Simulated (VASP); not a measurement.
Set up this calculation in VASP 6.6.1, as the native input.

```
Task                   : single point
Functional             : PBE
Potentials or basis    : VASP PAW PBE potentials, release 64 (Li_sv, F)
Cutoff                 : 520 eV
k mesh                 : 14 × 14 × 14
Occupations            : fermi-dirac, width 0.03 eV
Spin                   : no spin polarisation
Dipole correction      : no
Further INCAR settings : ALGO = Normal; EDIFF = 1e-07; NBANDS = 12
```

The structure of LiF (rocksalt type) lies in POSCAR:

```
LiF
1.0
    0.0000000000      2.0169582411      2.0169582411
    2.0169582411      0.0000000000      2.0169582411
    2.0169582411      2.0169582411      0.0000000000
Li F
1 1
Direct
    0.0000000000      0.0000000000      0.0000000000
    0.5000000000      0.5000000000      0.5000000000
```

One way to write it, as run:

INCAR

```
PREC = Accurate ; ENCUT = 520
EDIFF = 1E-7 ; ISMEAR = -1
SIGMA = 0.03 ; LREAL = False
LASPH = True ; NELM = 80
ALGO = Normal ; ISIF = 2
LWAVE = False ; LCHARG = False
GGA = PE ; NBANDS = 12
```

KPOINTS

```
Automatic mesh
0
Gamma
  14 14 14
```

Potentials or basis: VASP PAW PBE potentials, release 64 (Li_sv, F).

Command:

```sh
$ cat potpaw_PBE.64/Li_sv/POTCAR potpaw_PBE.64/F/POTCAR > POTCAR
$ mpirun -np 1 vasp_std > vasp.out
```

Results of the run:

The band gap on the k mesh is 9.05 eV.

It took 27 s on 1 thread of Intel Xeon 8259CL, with other jobs on the host, peak memory 0.14 GiB.
